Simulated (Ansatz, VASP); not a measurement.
# Na in VASP and in Ansatz

```
Na
1.0
     3.68877    0.00000    0.00000
    -1.84439    3.19457    0.00000
     0.00000    0.00000    6.26919
Na
2
Direct
  0.33333 0.66667 0.25000
  0.66667 0.33333 0.75000
```

Alike in both runs: task electric field gradients; functional PBE; k mesh 9 × 9 × 5; occupations fermi-dirac, width 0.05 eV; no spin polarisation.

|  | VASP | Ansatz |
| --- | --- | --- |
| version | VASP 6.6.1 | Ansatz 0.2.0 |
| potentials or method | VASP PAW PBE potentials, release 64 (Na_pv) | plane-wave PAW, scalar-relativistic |
| plane-wave cutoff (eV) | 520 | 420 |
| valence electrons in the cell | 14 | 18 |

```csv
,VASP,Ansatz,Ansatz less VASP
pressure (GPa),0.0,0.0,0.00
"traceless stress, the component that is largest in VASP (GPa)",-0.06,-0.05,+0.002
size of Vzz on the site where it differs most (V/Å²),1.0,0.9,-0.04
```

The functional is the same, so the differences come from potentials, cutoffs and numerics. VASP's potentials hold 14 valence electrons a cell and Ansatz's 18, so a difference there can come from the potentials and not from the codes.
